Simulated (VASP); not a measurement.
# MnO (Manganosite) (Fm-3m) in VASP: further runs, part 2 of 2

VASP 6.6.1. Earlier steps stand in the parts before.

## (3) Single point, r2SCAN, collinear spin, ferromagnetic start (volume scaled by 0.94)

The input, POSCAR:

```
MnO
1.0
    0.0000000000      2.1797864204      2.1797864204
    2.1797864204      0.0000000000      2.1797864204
    2.1797864204      2.1797864204      0.0000000000
Mn O
1 1
Direct
    0.0000000000      0.0000000000      0.0000000000
    0.5000000000      0.5000000000      0.5000000000
```

The input, INCAR.step1:

```
  PREC = Accurate
  ENCUT = 520
  ISMEAR = 0
  SIGMA = 0.1
  LREAL = F
  LASPH = T
  NELM = 150
  ISPIN = 2
  MAGMOM = 4.69 0.28
  LMAXMIX = 4
  NBANDS = 20
  GGA = PE
  ALGO = Normal
  EDIFF = 1E-4
  LWAVE = T
  LCHARG = F
```

The input, INCAR.step2:

```
  PREC = Accurate
  ENCUT = 520
  EDIFF = 1E-7
  ISMEAR = 0
  SIGMA = 0.1
  LREAL = F
  LASPH = T
  NELM = 150
  ALGO = Normal
  ISIF = 2
  LWAVE = F
  LCHARG = F
  ISPIN = 2
  MAGMOM = 4.69 0.28
  LORBIT = 11
  LMAXMIX = 4
  METAGGA = R2SCAN
  LMIXTAU = T
  NBANDS = 20
  ISTART = 1
```

The input, KPOINTS:

```
Automatic mesh
0
Gamma
  16 16 16
```

Potentials or basis: VASP PAW PBE potentials, release 64 (Mn_pv, O).

Run with:

```bash
cat potpaw_PBE.64/Mn_pv/POTCAR potpaw_PBE.64/O/POTCAR > POTCAR
cp INCAR.step1 INCAR
mpirun -np 1 vasp_std > vasp.out
cp INCAR.step2 INCAR
mpirun -np 1 vasp_std > vasp.out
```

OUTCAR:

```text
PREC = Accurate
   ENCUT = 520
   EDIFF = 1E-7
   ISMEAR = 0
   LREAL = F
   LASPH = T
   NELM = 150
   ISIF = 2
   ISPIN = 2
   LORBIT = 11
   METAGGA = R2SCAN
   ISTART = 1

 ion  position               nearest neighbor table
   1  0.000  0.000  0.000-   2 2.18   2 2.18   2 2.18   2 2.18   2 2.18   2 2.18
   2  0.500  0.500  0.500-   1 2.18   1 2.18   1 2.18   1 2.18   1 2.18   1 2.18

  LATTYP: Found a face centered cubic cell.
 ALAT       =     4.3595728408

  Lattice vectors:

 A1 = (   0.0000000000,   2.1797864204,   2.1797864204)
 A2 = (   2.1797864204,   0.0000000000,   2.1797864204)
[... 1318 lines left out ...]

 VOLUME and BASIS-vectors are now :
 -----------------------------------------------------------------------------
  energy-cutoff  :      520.00
  volume of cell :       20.71
      direct lattice vectors                 reciprocal lattice vectors
     0.000000000  2.179786420  2.179786420    -0.229380271  0.229380271  0.229380271
     2.179786420  0.000000000  2.179786420     0.229380271 -0.229380271  0.229380271
     2.179786420  2.179786420  0.000000000     0.229380271  0.229380271 -0.229380271

 POSITION                                       TOTAL-FORCE (eV/Angst)
 -----------------------------------------------------------------------------------
      0.00000      0.00000      0.00000         0.000000      0.000000      0.000000
      2.17979      2.17979      2.17979         0.000000      0.000000      0.000000
 -----------------------------------------------------------------------------------
    total drift:                                0.000000     -0.000000     -0.000000

  FREE ENERGIE OF THE ION-ELECTRON SYSTEM (eV)
  ---------------------------------------------------
  free  energy   TOTEN  =       -24.4395808156 eV

  energy  without entropy=      -24.4377489553  energy(sigma->0) =      -24.43866489

 total charge

# of ion       s       p       d       tot
------------------------------------------
    1        0.220   6.192   4.995  11.407
    2        1.560   3.499   0.000   5.059
--------------------------------------------------
tot          1.780   9.691   4.995  16.466

 magnetization (x)

# of ion       s       p       d       tot
------------------------------------------
    1        0.027   0.023   4.459   4.509
    2        0.034   0.212   0.000   0.246
--------------------------------------------------
tot          0.061   0.236   4.459   4.755
```

OSZICAR.step1:

```text
N       E                     dE             d eps       ncg     rms          rms(c)
DAV:   1     0.170440461578E+03    0.17044E+03   -0.10374E+04 11704   0.113E+03
DAV:   2    -0.103781322006E+02   -0.18082E+03   -0.16819E+03 11848   0.332E+02
DAV:   3    -0.185986498280E+02   -0.82205E+01   -0.81479E+01 13048   0.762E+01
DAV:   4    -0.186561973327E+02   -0.57548E-01   -0.57533E-01 13292   0.656E+00
DAV:   5    -0.186566737836E+02   -0.47645E-03   -0.47644E-03 13044   0.593E-01    0.149E+01
DAV:   6    -0.165643237463E+02    0.20924E+01   -0.83898E+00 15816   0.325E+01    0.121E+01
DAV:   7    -0.163904260680E+02    0.17390E+00   -0.10442E+00 13536   0.141E+01    0.775E+00
DAV:   8    -0.163854105729E+02    0.50155E-02   -0.99409E-02 12844   0.237E+00    0.456E+00
DAV:   9    -0.163759997925E+02    0.94108E-02   -0.18046E-02 12576   0.157E+00    0.100E+00
DAV:  10    -0.163780945911E+02   -0.20948E-02   -0.41693E-03 12540   0.680E-01    0.196E-01
DAV:  11    -0.163780252031E+02    0.69388E-04   -0.26254E-04 13316   0.144E-01
   1 F= -.16378025E+02 E0= -.16375863E+02  d E =-.432534E-02  mag=     4.5973
```

Wall time 5.4 min (1 thread of AMD EPYC 9R45 (Zen 5), shared host); peak memory 0.19 GiB.

Results:

```
Free energy                                           : -24.4396 eV
Pressure                                              : 11.4 GPa
Band gap on the k mesh                                : zero (filled and empty bands overlap)
Net moment                                            : 4.97 μB per cell
Site moments                                          : Mn +4.51; O +0.25 μB
Valence electrons inside the program's atomic spheres : Mn 11.41; O 5.06
```

Caveat: the cell differs from its parent crystal (volume scaled by 0.94); the PAW data sets were made with another functional, which shifts forces and pressure a little; a cell with one magnetic atom can't hold antiferromagnetic order, which such compounds often take; semilocal functionals often make such compounds metallic where correlation or magnetic order opens a gap, which also shifts bond lengths.

## (4) Single point, r2SCAN, collinear spin, ferromagnetic start (volume scaled by 0.97)

The input, POSCAR:

```
MnO
1.0
    0.0000000000      2.2027332269      2.2027332269
    2.2027332269      0.0000000000      2.2027332269
    2.2027332269      2.2027332269      0.0000000000
Mn O
1 1
Direct
    0.0000000000      0.0000000000      0.0000000000
    0.5000000000      0.5000000000      0.5000000000
```

The input, INCAR.step1:

```
ALGO     = Normal         # electronic algorithm
EDIFF    = 1E-4           # SCF threshold, eV
ENCUT    = 520            # plane-wave cutoff, eV
GGA      = PE             # functional
ISMEAR   = 0              # smearing method
ISPIN    = 2              # spin polarisation
LASPH    = T              # aspherical terms in the spheres
LCHARG   = F              # write CHGCAR
LMAXMIX  = 4              # l up to which the mixer works
LREAL    = F              # projectors in reciprocal space
LWAVE    = T              # write WAVECAR
MAGMOM   = 4.69 0.28      # initial moments
NBANDS   = 20             # bands
NELM     = 150            # most SCF steps
PREC     = Accurate       # precision mode
SIGMA    = 0.1            # smearing width, eV
```

The input, INCAR.step2:

```
ALGO     = Normal         # electronic algorithm
EDIFF    = 1E-7           # SCF threshold, eV
ENCUT    = 520            # plane-wave cutoff, eV
ISIF     = 2              # what is computed and relaxed
ISMEAR   = 0              # smearing method
ISPIN    = 2              # spin polarisation
ISTART   = 1            
LASPH    = T              # aspherical terms in the spheres
LCHARG   = F              # write CHGCAR
LMAXMIX  = 4              # l up to which the mixer works
LMIXTAU  = T            
LORBIT   = 11             # projections on sites
LREAL    = F              # projectors in reciprocal space
LWAVE    = F              # write WAVECAR
MAGMOM   = 4.69 0.28      # initial moments
METAGGA  = R2SCAN         # meta-GGA
NBANDS   = 20             # bands
NELM     = 150            # most SCF steps
PREC     = Accurate       # precision mode
SIGMA    = 0.1            # smearing width, eV
```

The input, KPOINTS:

```
k-points
0
Gamma
  16 16 16
```

Run with:

```bash
cat potpaw_PBE.64/Mn_pv/POTCAR potpaw_PBE.64/O/POTCAR > POTCAR
cp INCAR.step1 INCAR
mpirun -np 1 vasp_std > vasp.out
cp INCAR.step2 INCAR
mpirun -np 1 vasp_std > vasp.out
```

Wall time 5.8 min (1 thread of AMD EPYC 9R45 (Zen 5), shared host); peak memory 0.19 GiB.

It converged, with:

```
Free energy                                           : -24.4743 eV
Pressure                                              : 5.6 GPa
Band gap on the k mesh                                : zero (filled and empty bands overlap)
Net moment                                            : 4.99 μB per cell
Site moments                                          : Mn +4.53; O +0.24 μB
Valence electrons inside the program's atomic spheres : Mn 11.37; O 5.04
```

Levels at points of the mesh, in eV from the Fermi level:
Spin up:
```tsv
k point	band 9	band 10	band 11	band 12	band 13	band 14	band 15	band 16
(0.00, 0.00, 0.00)	-3.70	-3.70	-3.19	-3.19	-0.10	14.67	17.14	17.14
(0.50, 0.00, 0.00)	-2.80	-2.28	-0.05	-0.05	3.99	8.51	12.68	12.68
(0.50, 0.50, 0.00)	-2.76	-2.53	-2.53	-2.36	5.62	8.60	10.95	14.75
```
Spin down:
```
           k point  band 5  band 6  band 7  band 8  band 9  band 10
(0.00, 0.00, 0.00)   -3.49   -3.49   -3.49    1.68    1.73     1.73
(0.50, 0.00, 0.00)   -7.68   -5.00   -5.00    3.05    3.15     3.15
(0.50, 0.50, 0.00)   -6.75   -4.55   -4.55   -0.09    3.12     3.36
```

Caveat: the cell differs from its parent crystal (volume scaled by 0.97); the PAW data sets were made with another functional, which shifts forces and pressure a little; a cell with one magnetic atom can't hold antiferromagnetic order, which such compounds often take; semilocal functionals often make such compounds metallic where correlation or magnetic order opens a gap, which also shifts bond lengths.

## (5) Single point, r2SCAN, collinear spin, ferromagnetic start

This run uses another cell than the first one, of 11.02 Å³/atom, 1.003 times its volume.

The input, POSCAR:

```
MnO
1.0
    0.0000000000      2.2252116491      2.2252116491
    2.2252116491      0.0000000000      2.2252116491
    2.2252116491      2.2252116491      0.0000000000
Mn O
1 1
Direct
    0.0000000000      0.0000000000      0.0000000000
    0.5000000000      0.5000000000      0.5000000000
```

The input, INCAR.step1:

```
ALGO = Normal ; EDIFF = 1E-4
ENCUT = 520 ; GGA = PE
ISMEAR = 0 ; ISPIN = 2
LASPH = True ; LCHARG = False
LMAXMIX = 4 ; LREAL = False
LWAVE = True ; MAGMOM = 4.69 0.28
NBANDS = 20 ; NELM = 150
PREC = Accurate ; SIGMA = 0.1
```

The input, INCAR.step2:

```
ALGO = Normal ; EDIFF = 1E-6
ENCUT = 520 ; ISIF = 2
ISMEAR = 0 ; ISPIN = 2
ISTART = 1 ; LASPH = True
LCHARG = False ; LMAXMIX = 4
LMIXTAU = True ; LORBIT = 11
LREAL = False ; LWAVE = False
MAGMOM = 4.69 0.28 ; METAGGA = R2SCAN
NBANDS = 20 ; NELM = 150
PREC = Accurate ; SIGMA = 0.1
```

KPOINTS is that of step 4.

Run with:

```bash
cat potpaw_PBE.64/Mn_pv/POTCAR potpaw_PBE.64/O/POTCAR > POTCAR
cp INCAR.step1 INCAR
mpirun -np 1 vasp_std > vasp.out
cp INCAR.step2 INCAR
mpirun -np 1 vasp_std > vasp.out
```

It took 4.2 min on 1 thread of AMD EPYC 9R45 (Zen 5), shared host; peak memory 0.19 GiB.

The run converged. Its results:

```
Free energy                                           : -24.4859 eV
Pressure                                              : 0.2 GPa
Band gap on the k mesh                                : zero (filled and empty bands overlap)
Net moment                                            : 5.00 μB per cell
Site moments                                          : Mn +4.54; O +0.23 μB
Valence electrons inside the program's atomic spheres : Mn 11.34; O 5.03
```

Levels at points of the mesh, in eV from the Fermi level:
Spin up:
| k point | band 9 | band 10 | band 11 | band 12 | band 13 | band 14 | band 15 | band 16 |
| --- | --- | --- | --- | --- | --- | --- | --- | --- |
| (0.00, 0.00, 0.00) | -3.64 | -3.64 | -3.16 | -3.16 | -0.20 | 14.61 | 16.91 | 16.91 |
| (0.50, 0.00, 0.00) | -2.80 | -2.29 | -0.11 | -0.11 | 3.96 | 8.27 | 12.50 | 12.50 |
| (0.50, 0.50, 0.00) | -2.76 | -2.54 | -2.54 | -2.41 | 5.43 | 8.46 | 10.81 | 14.44 |
Spin down:
| k point | band 4 | band 5 | band 6 | band 7 | band 8 | band 9 | band 10 | band 11 |
| --- | --- | --- | --- | --- | --- | --- | --- | --- |
| (0.00, 0.00, 0.00) | -20.79 | -3.34 | -3.34 | -3.34 | 1.56 | 1.81 | 1.81 | 1.81 |
| (0.50, 0.00, 0.00) | -19.83 | -7.41 | -4.78 | -4.78 | 3.06 | 3.17 | 3.17 | 4.84 |
| (0.50, 0.50, 0.00) | -19.86 | -6.51 | -4.37 | -4.37 | 0.08 | 3.14 | 3.32 | 3.64 |

Caveat: the PAW data sets were made with another functional, which shifts forces and pressure a little; a cell with one magnetic atom can't hold antiferromagnetic order, which such compounds often take; semilocal functionals often make such compounds metallic where correlation or magnetic order opens a gap, which also shifts bond lengths. With open d or f shells a metallic result of r2SCAN can be an artefact of self-interaction; +U or a hybrid may open a gap.

## (6) Single point, r2SCAN, collinear spin, ferromagnetic start

This run uses another cell than the first one, of 11.02 Å³/atom, 1.003 times its volume.

POSCAR is that of step 5.

The input, INCAR.step1:

```
SYSTEM = MnO
PREC = Accurate
ENCUT = 520
ISMEAR = 0
SIGMA = 0.1
LREAL = .False.
LASPH = .True.
NELM = 150
ISPIN = 2
MAGMOM = 4.69 0.28
LMAXMIX = 4
NBANDS = 20
GGA = PE
ALGO = Normal
EDIFF = 1E-4
LWAVE = .True.
LCHARG = .False.
```

The input, INCAR.step2:

```
SYSTEM = MnO
PREC = Accurate
ENCUT = 520
EDIFF = 1E-7
ISMEAR = 0
SIGMA = 0.1
LREAL = .False.
LASPH = .True.
NELM = 150
ALGO = Normal
ISIF = 2
LWAVE = .False.
LCHARG = .False.
ISPIN = 2
MAGMOM = 4.69 0.28
LORBIT = 11
LMAXMIX = 4
METAGGA = R2SCAN
LMIXTAU = .True.
NBANDS = 20
ISTART = 1
```

The input, KPOINTS:

```
Automatic mesh
0
Gamma
  16 16 16
  0 0 0
```

Potentials or basis: VASP PAW PBE potentials, release 64 (Mn_pv, O).

Run with:

```bash
cat potpaw_PBE.64/Mn_pv/POTCAR potpaw_PBE.64/O/POTCAR > POTCAR
cp INCAR.step1 INCAR
mpirun -np 1 vasp_std > vasp.out
cp INCAR.step2 INCAR
mpirun -np 1 vasp_std > vasp.out
```

It took 5.5 min on 1 thread of Intel Xeon Platinum 8375C at 2.90GHz (Ice Lake), shared host; peak memory 0.23 GiB.

Results (log left out):

```
Free energy                                           : -24.4859 eV
Pressure                                              : 0.2 GPa
Band gap on the k mesh                                : zero (filled and empty bands overlap)
Net moment                                            : 5.00 μB per cell
Site moments                                          : Mn +4.54; O +0.23 μB
Valence electrons inside the program's atomic spheres : Mn 11.34; O 5.03
```

Levels at points of the mesh, in eV from the Fermi level:
Spin up:
| k point | band 9 | band 10 | band 11 | band 12 | band 13 | band 14 | band 15 | band 16 |
| --- | --- | --- | --- | --- | --- | --- | --- | --- |
| (0.00, 0.00, 0.00) | -3.64 | -3.64 | -3.16 | -3.16 | -0.20 | 14.61 | 16.91 | 16.91 |
| (0.50, 0.00, 0.00) | -2.80 | -2.29 | -0.11 | -0.11 | 3.96 | 8.27 | 12.50 | 12.50 |
| (0.50, 0.50, 0.00) | -2.76 | -2.54 | -2.54 | -2.41 | 5.43 | 8.46 | 10.81 | 14.44 |
Spin down:
| k point | band 3 | band 4 | band 5 | band 6 | band 7 | band 8 | band 9 | band 10 | band 11 | band 12 |
| --- | --- | --- | --- | --- | --- | --- | --- | --- | --- | --- |
| (0.00, 0.00, 0.00) | -46.28 | -20.79 | -3.34 | -3.34 | -3.34 | 1.56 | 1.81 | 1.81 | 1.81 | 2.50 |
| (0.50, 0.00, 0.00) | -46.29 | -19.83 | -7.41 | -4.78 | -4.78 | 3.06 | 3.17 | 3.17 | 4.84 | 4.84 |
| (0.50, 0.50, 0.00) | -46.31 | -19.86 | -6.51 | -4.37 | -4.37 | 0.08 | 3.14 | 3.32 | 3.64 | 3.64 |

Caveat: the PAW data sets were made with another functional, which shifts forces and pressure a little; a cell with one magnetic atom can't hold antiferromagnetic order, which such compounds often take; semilocal functionals often make such compounds metallic where correlation or magnetic order opens a gap, which also shifts bond lengths.

## (7) Overview

| cell | k mesh | gap on the mesh (eV) | pressure (GPa) | moment (μB) |
| --- | --- | --- | --- | --- |
| a = 3.144 Å, angles 60.0°, 2 atoms | 8 × 8 × 8 | none | 0.7 | 5.00 |
| a = 3.083 Å, angles 60.0°, 2 atoms | 16 × 16 × 16 | none | 11.4 | 4.97 |
| a = 3.115 Å, angles 60.0°, 2 atoms | 16 × 16 × 16 | none | 5.6 | 4.99 |
| a = 3.147 Å, angles 60.0°, 2 atoms | 16 × 16 × 16 | none | 0.2 | 5.00 |

Alike in all rows: task single point; level r2SCAN; potentials or basis VASP PAW PBE potentials, release 64 (Mn_pv, O); spin collinear, ferromagnetic start; cutoff (eV) 520; smearing gaussian 0.1 eV.

Caveats: the PAW data sets were made with another functional, which shifts forces and pressure a little; a cell with one magnetic atom can't hold antiferromagnetic order, which such compounds often take; semilocal functionals often make such compounds metallic where correlation or magnetic order opens a gap, which also shifts bond lengths.

Total energies depend on the potentials used, so only differences within one code and one set of settings carry meaning.
